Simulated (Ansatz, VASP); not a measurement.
**One calculation of FeSi, two programs**

```
Si Fe
1.0
     2.76015    0.00000    0.00000
     0.00000    2.76015    0.00000
     0.00000    0.00000    2.76015
Si Fe
1 1
Direct
  0.00000 0.00000 0.00000
  0.50000 0.50000 0.50000
```

Alike in both runs: task relaxation of cell and atoms; functional PBE; k mesh 16 × 16 × 16; occupations gaussian, width 0.1 eV; no spin polarisation.

|  | VASP | Ansatz |
| --- | --- | --- |
| version | VASP 6.6.1 | Ansatz 0.2.0 |
| potentials or method | VASP PAW PBE potentials, release 64 (Si, Fe), cutoff 600 eV | scalar-relativistic, plane waves, PAW |
| valence electrons in the cell | 12 | 20 |

VASP gave:

| Item | Value |
| --- | --- |
| gap on the k mesh at the Fermi level, each at its own relaxed structure (eV) | none |
| relaxed volume (Å³/atom) | 10.51 |
| relaxed cell length with the largest relative difference (Å) | 2.760 |

**Question.** Which values does Ansatz return?

**Answer.** gap on the k mesh at the Fermi level, each at its own relaxed structure (eV): none; relaxed volume (Å³/atom): 10.50; relaxed cell length with the largest relative difference (Å): 2.759.

A gap of «none» marks a metal or a gap that the smearing closes. VASP's potentials hold 12 valence electrons a cell and Ansatz's 20, so a difference there can come from the potentials and not from the codes.

Noted on VASP's run: the relaxation stopped at its first step, so nothing moved.
